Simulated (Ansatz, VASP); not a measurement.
**TaS2: VASP beside Ansatz**

```
Ta S
1.0
     3.35000    0.00000    0.00000
    -1.67500    2.90119    0.00000
     0.00000    0.00000    6.03580
Ta S
1 2
Direct
  0.00000 0.00000 0.00000
  0.33333 0.66667 0.25000
  0.66667 0.33333 0.75000
```

Change from the starting cell: zz strain of +3 %, crystal datasets.

Alike in both runs: task electric field gradients; functional PBE; k mesh 9 × 9 × 5; occupations fermi-dirac, width 0.03 eV; no spin polarisation.

|  | VASP | Ansatz |
| --- | --- | --- |
| version | VASP 6.6.1 | Ansatz 0.2.0 |
| potentials or method | VASP PAW PBE potentials, release 64 (Ta_pv, S), cutoff 400 eV | all-electron PAW with datasets made for the crystal, scalar-relativistic |

```tsv
	VASP	Ansatz	Ansatz less VASP
pressure (GPa)	4.7	4.7	+0.03
traceless stress, the component that is largest in VASP (GPa)	1.31	1.26	-0.048
rms of the force components (eV/Å)	0.255	0.252	-0.0036
size of Vzz on the site where it differs most (V/Å²)	135.1	166.2	+31.13
```

Atom by atom the forces differ by 0.004 eV/Å (rms over components). Ansatz ran all-electron here, and VASP with PAW potentials.

Spin-orbit coupling is off throughout.
